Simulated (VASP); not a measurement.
**HfN: single point with HSE06**

HfN:

```
Hf N
1.0
     2.79927    0.00000    0.00000
     0.00000    2.79927    0.00000
     0.00000    0.00000    2.79927
Hf N
1 1
Direct
  0.50000 0.50000 0.50000
  0.00000 0.00000 0.00000
```

```yaml
Program: VASP 6.6.1
Task: single point
Functional: HSE06
Potentials_or_basis: VASP PAW PBE potentials, release 64 (Hf_pv, N)
Cutoff: 520 eV
k_mesh: 5 × 5 × 5
Occupations: fermi-dirac, width 0.05 eV
Spin: no spin polarisation
```

The pressure is -4.7 GPa.

Levels at points of the mesh, in eV from the Fermi level:
| k point | band 6 | band 7 | band 8 | band 9 | band 10 | band 11 |
| --- | --- | --- | --- | --- | --- | --- |
| (0.00, 0.00, 0.00) | -3.41 | -2.25 | -2.25 | -2.25 | 3.86 | 6.76 |

Wall time 3.3 min on 1 thread of Intel(R) Xeon(R) Platinum 8375C CPU @ 2.90GHz (Ice Lake), with other jobs on the host, peak memory 0.25 GiB.

Caveat: the k points lie up to 0.45 Å⁻¹ apart; the PAW data sets were made with another functional, which shifts forces and pressure a little; spin-orbit coupling is left out, which moves the levels of the heavy elements.
